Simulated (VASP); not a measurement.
# Re (Fm-3m) in VASP: single point with PBEsol

Aim: the single point of Re with PBEsol.

Program: VASP 6.6.1. These are calculated values, not measurements. Logs are shortened: lines on timing, memory, paths and dates and some standing lists are left out, and cuts for length are marked.

## 1. The cell of the first run

The structure is cubic, space group Fm-3m (No. 225). The conventional cell has a = 3.950 Å, b = 3.950 Å, c = 3.950 Å, α = 90.00°, β = 90.00°, γ = 90.00°. Re (site symmetry m-3m) has 12 Re at 2.79 Å within 3.7 Å.

## 2. Single point, PBEsol

INCAR

```
SYSTEM = Re
  PREC = Accurate
  ENCUT = 600
  EDIFF = 1E-6
  ISMEAR = -1
  SIGMA = 0.05
  LREAL = .False.
  LASPH = .True.
  NELM = 120
  ALGO = Normal
  ISIF = 2
  LWAVE = .False.
  LCHARG = .False.
  GGA = PS
  NBANDS = 10
  GGA_COMPAT = .False.
```

KPOINTS

```
regular mesh
0
Gamma
  9 9 9
  0 0 0
```

POSCAR

```
Re
1.0
    0.0000000000      1.9750000000      1.9750000000
    1.9750000000      0.0000000000      1.9750000000
    1.9750000000      1.9750000000      0.0000000000
Re
1
Direct
    0.0000000000      0.0000000000      0.0000000000
```

Potentials or basis: VASP PAW PBE potentials, release 64 (Re).

On the command line:

```console
$ cat potpaw_PBE.64/Re/POTCAR > POTCAR
$ mpirun -np 1 vasp_std > vasp.out
```

OUTCAR:

```text
SYSTEM = Re
   PREC = Accurate
   ENCUT = 600
   EDIFF = 1E-6
   ISMEAR = -1
   LREAL = .False.
   LASPH = .True.
   NELM = 120
   ISIF = 2
   GGA = PS

 ion  position               nearest neighbor table
   1  0.000  0.000  0.000-

  LATTYP: Found a face centered cubic cell.
 ALAT       =     3.9500000000

  Lattice vectors:

 A1 = (   0.0000000000,   1.9750000000,   1.9750000000)
 A2 = (   1.9750000000,   0.0000000000,   1.9750000000)
 A3 = (   1.9750000000,   1.9750000000,   0.0000000000)

Analysis of symmetry for initial positions (statically):
=====================================================================
 Subroutine PRICEL returns:
 Original cell was already a primitive cell.

 Routine SETGRP: Setting up the symmetry group for a
 face centered cubic supercell.

 Subroutine GETGRP returns: Found 48 space group operations
 (whereof 48 operations were pure point group operations)
 out of a pool of 48 trial point group operations.

The static configuration has the point symmetry O_h .

Analysis of symmetry for dynamics (positions and initial velocities):
=====================================================================
 Subroutine PRICEL returns:
 Original cell was already a primitive cell.

 Routine SETGRP: Setting up the symmetry group for a
 face centered cubic supercell.

 Subroutine GETGRP returns: Found 48 space group operations
 (whereof 48 operations were pure point group operations)
 out of a pool of 48 trial point group operations.

The dynamic configuration has the point symmetry O_h .

 Subroutine INISYM returns: Found 48 space group operations
 (whereof 48 operations are pure point group operations),
 and found     1 'primitive' translations

----------------------------------------------------------------------------------------

                                     Primitive cell

  volume of cell :      15.4075

  direct lattice vectors                    reciprocal lattice vectors
     0.000000000  1.975000000  1.975000000    -0.253164557  0.253164557  0.253164557
     1.975000000  0.000000000  1.975000000     0.253164557 -0.253164557  0.253164557
     1.975000000  1.975000000  0.000000000     0.253164557  0.253164557 -0.253164557

  length of vectors
     2.793071786  2.793071786  2.793071786     0.438493875  0.438493875  0.438493875

  position of ions in fractional coordinates (direct lattice)
     0.000000000  0.000000000  0.000000000

  ion indices of the primitive-cell ions
   primitive index   ion index
                 1           1

----------------------------------------------------------------------------------------

 KPOINTS: regular mesh

Automatic generation of k-mesh.
 Grid dimensions read from file:
 generate k-points for:    9    9    9

 Generating k-lattice:

  Cartesian coordinates                     Fractional coordinates (reciprocal lattice)
    -0.028129395  0.028129395  0.028129395     0.111111111  0.000000000  0.000000000
     0.028129395 -0.028129395  0.028129395     0.000000000  0.111111111  0.000000000
     0.028129395  0.028129395 -0.028129395     0.000000000  0.000000000  0.111111111

  Length of vectors
     0.048721542  0.048721542  0.048721542

  Shift w.r.t. Gamma in fractional coordinates (k-lattice)
     0.000000000  0.000000000  0.000000000

 Subroutine IBZKPT returns following result:
 ===========================================

 Found     35 irreducible k-points:

 Following reciprocal coordinates:
            Coordinates               Weight
  0.000000  0.000000  0.000000      1.000000
  0.111111  0.000000  0.000000      8.000000
  0.222222  0.000000  0.000000      8.000000
  0.333333  0.000000  0.000000      8.000000
  0.444444  0.000000  0.000000      8.000000
  0.111111  0.111111  0.000000      6.000000
[... 16 lines left out ...]
 -0.333333  0.333333  0.000000     12.000000
  0.444444  0.444444  0.000000      6.000000
 [... further k-points ...]
   k-points           NKPTS =     35   k-points in BZ     NKDIM =     35   number of bands    NBANDS=     10
   number of dos      NEDOS =    301   number of ions     NIONS =      1
   total plane-waves  NPLWV =  13824
   dimension x,y,z NGX =    24 NGY =   24 NGZ =   24
   dimension x,y,z NGXF=    48 NGYF=   48 NGZF=   48
   ions per type =               1
   NGX,Y,Z   is equivalent  to a cutoff of  14.28, 14.28, 14.28 a.u.
   NGXF,Y,Z  is equivalent  to a cutoff of  28.57, 28.57, 28.57 a.u.
 SYSTEM =  Re
   PREC   = accura    normal or accurate (medium, high low for compatibility)
   ISTART =      0    job   : 0-new  1-cont  2-samecut
   ICHARG =      2    charge: 1-file 2-atom 10-const
   ISPIN  =      1    spin polarized calculation?
   LNONCOLLINEAR =      F non collinear calculations
   LSORBIT =      F    spin-orbit coupling
   LASPH  =      T    aspherical Exc in radial PAW
   ENCUT  =  600.0 eV  44.10 Ry    6.64 a.u.   5.58  5.58  5.58*2*pi/ulx,y,z
   NELM   =    120;   NELMIN=  2; NELMDL= -5     # of ELM steps
   EDIFF  = 0.1E-05   stopping-criterion for ELM
   LREAL  =      F    real-space projection
   EDIFFG = 0.1E-04   stopping-criterion for IOM
   NSW    =      0    number of steps for IOM
   IBRION =     -1    ionic relax: 0-MD 1-quasi-New 2-CG
   NFREE  =      0    steps in history (QN), initial steepest desc. (CG)
   ISIF   =      2    stress and relaxation
   ISYM   =      2    0-nonsym 1-usesym 2-fastsym
   POTIM  = 0.5000    time-step for ionic-motion
   TEBEG  =    0.0;   TEEND  =   0.0 temperature during run
   PSTRESS=    0.0 pullay stress
   NELECT =       7.0000    total number of electrons
   NUPDOWN=      -1.0000    fix difference up-down
   EMIN   =  10.00;   EMAX   =-10.00  energy-range for DOS
   EFERMI =   0.00;   METHOD = LEGACY
   ISMEAR =    -1;   SIGMA  =   0.05  broadening in eV -4-tet -1-fermi 0-gaus
   EFERMI_NEDOS =   21; number of points for ismear=-14 and -15
   IALGO  =     38    algorithm
   IMIX   =      4    mixing-type and parameters
     AMIX     =   0.40;   BMIX     =  1.00
     AMIX_MAG =   1.60;   BMIX_MAG =  1.00
  volume/ion in A,a.u.               =      15.41       103.97
  Fermi-wavevector in a.u.,A,eV,Ry     =   1.258531  2.378278 21.550255  1.583899
  Thomas-Fermi vector in A             =   2.392135
   LORBIT       =      0    0 simple, 1 ext, 2 COOP (PROOUT), +10 PAW based schemes
   GGA     = PS    functional components
   LHFCALC =     F    Hartree Fock is set to
   AEXX    =    0.0000 exact exchange contribution
   IVDW    =     0    specifies the selected vdW correction
   LEPSILON=     F    determine dielectric tensor
   LRPA    =     F    only Hartree local field effects (RPA)
 non-spin polarized calculation
  energy-cutoff  :      600.00
  volume of cell :       15.41
 maximum number of plane-waves:       532
   NGX = 11   NGY = 11   NGZ = 11

 number of electron       7.0000000 magnetization

 Free energy of the ion-electron system (eV)
  ---------------------------------------------------
  ext. energy  EPLUGINS =         0.00000000
  ---------------------------------------------------
  free energy    TOTEN  =       -13.24965125 eV

  energy without entropy =      -13.24303838  energy(sigma->0) =      -13.24634482

 E-fermi :   7.3620     XC(G=0): -13.5728

 val. band max:        7.3526307692   @ k =   0.3333   0.2222   0.1111
 cond. band min:       7.3799431750   @ k =   0.4444   0.2222   0.0000
 fundamental gap:      0.0273124058
 Fermi energy:         7.3619812388

 k-point     1 :       0.0000    0.0000    0.0000
  band No.  band energies     occupation
      1      -2.4135      2.00000
      2       5.6155      2.00000
      3       5.6155      2.00000
      4       5.6155      2.00000
      5       8.5794      0.00000
      6       8.5794      0.00000
      7      21.3399      0.00000
      8      26.6962      0.00000
      9      26.6962      0.00000
     10      26.6962      0.00000

 k-point     2 :       0.1111    0.0000    0.0000
  band No.  band energies     occupation
      1      -1.8805      2.00000
      2       5.2852      2.00000
      3       5.8468      2.00000
      4       5.8468      2.00000
      5       8.4165      0.00000
      6       8.4165      0.00000
      7      22.3220      0.00000
      8      24.6216      0.00000
      9      27.6600      0.00000
     10      27.6600      0.00000

 k-point     3 :       0.2222    0.0000    0.0000
  band No.  band energies     occupation
      1      -0.5445      2.00000
      2       4.8158      2.00000
      3       6.0939      2.00000
      4       6.0939      2.00000
      5       8.5352      0.00000
      6       8.5352      0.00000
      7      21.7407      0.00000
      8      24.5139      0.00000
      9      30.2083      0.00000
     10      30.2090      0.00000

 k-point     4 :       0.3333    0.0000    0.0000
  band No.  band energies     occupation
      1       0.5967      2.00000
      2       5.4250      2.00000
      3       5.7883      2.00000
      4       5.7883      2.00000
      5       9.6352      0.00000
      6       9.6352      0.00000
      7      19.4322      0.00000
      8      23.1513      0.00000
      9      30.0892      0.00000
     10      30.0893      0.00000

 k-point     5 :       0.4444    0.0000    0.0000
  band No.  band energies     occupation
      1       0.8499      2.00000
      2       5.4661      2.00000
      3       5.4661      2.00000
      4       7.1788      1.94998
      5      10.7811      0.00000
      6      10.7811      0.00000
      7      17.1712      0.00000
      8      21.0630      0.00000
      9      27.4017      0.00000
     10      27.4017      0.00000

 k-point     6 :       0.1111    0.1111    0.0000
  band No.  band energies     occupation
      1      -1.7004      2.00000
      2       5.0033      2.00000
      3       6.0509      2.00000
      4       6.0509      2.00000
      5       7.8357      0.00015
      6       8.8143      0.00000
      7      22.7002      0.00000
      8      25.3854      0.00000
      9      27.0515      0.00000
     10      27.0515      0.00000

 k-point     7 :       0.2222    0.1111    0.0000
  band No.  band energies     occupation
      1      -0.5994      2.00000
      2       4.4387      2.00000
      3       6.2538      2.00000
      4       6.4736      2.00000
      5       7.6108      0.01371
      6       9.1001      0.00000
      7      23.2885      0.00000
      8      24.6383      0.00000
      9      27.9271      0.00000
     10      28.7274      0.00000

 k-point     8 :       0.3333    0.1111    0.0000
  band No.  band energies     occupation
      1       0.7573      2.00000
      2       4.4420      2.00000
      3       5.5910      2.00000
      4       6.3872      2.00000
      5       8.9983      0.00000
      6       9.9937      0.00000
      7      20.7618      0.00000
      8      24.4087      0.00000
      9      28.1777      0.00000
     10      29.3321      0.00000

 k-point     9 :       0.4444    0.1111    0.0000
  band No.  band energies     occupation
      1       1.2743      2.00000
      2       4.9636      2.00000
      3       5.8850      2.00000
      4       6.0077      2.00000
      5      10.9368      0.00000
      6      11.0127      0.00000
      7      17.7549      0.00000
      8      22.3042      0.00000
      9      26.7049      0.00000
     10      28.0933      0.00000
[... 118 lines left out ...]
 k-point    19 :      -0.2222    0.2222    0.0000
  band No.  band energies     occupation
      1       1.8786      2.00000
      2       4.1690      2.00000
      3       5.0062      2.00000
      4       7.0000      1.99857
      5       7.8623      0.00009
      6      11.8885      0.00000
      7      20.7934      0.00000
      8      24.4922      0.00000
      9      25.2120      0.00000
     10      28.5526      0.00000

 k-point    20 :       0.3333    0.3333    0.0000
  band No.  band energies     occupation
      1       1.2954      2.00000
      2       2.5552      2.00000
      3       6.7586      1.99999
      4       9.2695      0.00000
      5       9.2695      0.00000
      6      10.2456      0.00000
      7      23.1659      0.00000
      8      23.1659      0.00000
      9      24.9781      0.00000
     10      27.4762      0.00000

 k-point    21 :       0.4444    0.3333    0.0000
  band No.  band energies     occupation
      1       1.5002      2.00000
      2       2.4035      2.00000
      3       7.0064      1.99837
      4       9.3209      0.00000
      5      11.1489      0.00000
      6      11.5553      0.00000
      7      19.3955      0.00000
      8      21.9396      0.00000
      9      23.2509      0.00000
     10      28.7832      0.00000

 k-point    22 :      -0.4444    0.3333    0.0000
  band No.  band energies     occupation
      1       1.9358      2.00000
      2       2.9489      2.00000
      3       6.4237      2.00000
      4       8.7377      0.00000
      5      11.0227      0.00000
      6      15.1228      0.00000
      7      15.7116      0.00000
      8      21.6268      0.00000
      9      22.9461      0.00000
     10      28.8443      0.00000

 k-point    23 :      -0.3333    0.3333    0.0000
  band No.  band energies     occupation
      1       2.6305      2.00000
      2       3.6915      2.00000
      3       5.3588      2.00000
      4       7.9579      0.00001
      5       9.9491      0.00000
      6      13.8307      0.00000
      7      18.9942      0.00000
      8      19.8169      0.00000
      9      25.8132      0.00000
     10      27.2665      0.00000

 k-point    24 :       0.4444    0.4444    0.0000
  band No.  band energies     occupation
      1       1.0428      2.00000
      2       1.9006      2.00000
      3       9.3978      0.00000
      4      10.8250      0.00000
      5      11.2732      0.00000
      6      11.2732      0.00000
      7      19.8912      0.00000
      8      19.8912      0.00000
      9      20.4669      0.00000
     10      28.6909      0.00000

 [... further k-points ...]
[... 5 lines left out ...]
  --------------------------------------------------------------------------------------
  -------------------------------------------------------------------------------------
  Total       -1.7548592     -1.7548592     -1.7548592      0.0000000      0.0000000     -0.0000000
  in kB     -182.4826484   -182.4826484   -182.4826484      0.0000000      0.0000000     -0.0000000
  external PRESSURE =    -182.4826484 kB  Pullay stress =       0.0000000 kB

 VOLUME and BASIS-vectors are now :
 -----------------------------------------------------------------------------
  energy-cutoff  :      600.00
  volume of cell :       15.41
      direct lattice vectors                 reciprocal lattice vectors
     0.000000000  1.975000000  1.975000000    -0.253164557  0.253164557  0.253164557
     1.975000000  0.000000000  1.975000000     0.253164557 -0.253164557  0.253164557
     1.975000000  1.975000000  0.000000000     0.253164557  0.253164557 -0.253164557

 POSITION                                       TOTAL-FORCE (eV/Angst)
 -----------------------------------------------------------------------------------
      0.00000      0.00000      0.00000         0.000000      0.000000      0.000000
 -----------------------------------------------------------------------------------
    total drift:                               -0.000000     -0.000000     -0.000000

  FREE ENERGIE OF THE ION-ELECTRON SYSTEM (eV)
  ---------------------------------------------------
  free  energy   TOTEN  =       -13.2496512544 eV

  energy  without entropy=      -13.2430383765  energy(sigma->0) =      -13.24634482
```

It took 9.8 s on 1 thread of Intel Xeon Platinum 8375C at 2.90GHz (Ice Lake), shared host; peak memory 0.14 GiB.

Results:

- Free energy: -13.2497 eV
- Pressure: -18.2 GPa

Levels at points of the mesh, in eV from the Fermi level:
```tsv
k point	band 1	band 2	band 3	band 4	band 5	band 6	band 7	band 8	band 9
(0.00, 0.00, 0.00)	-9.78	-1.75	-1.75	-1.75	1.22	1.22	13.98	19.33	19.33
```

Caveat: the PAW data sets were made with another functional, which shifts forces and pressure a little; spin-orbit coupling is left out, which moves the levels of the heavy elements.
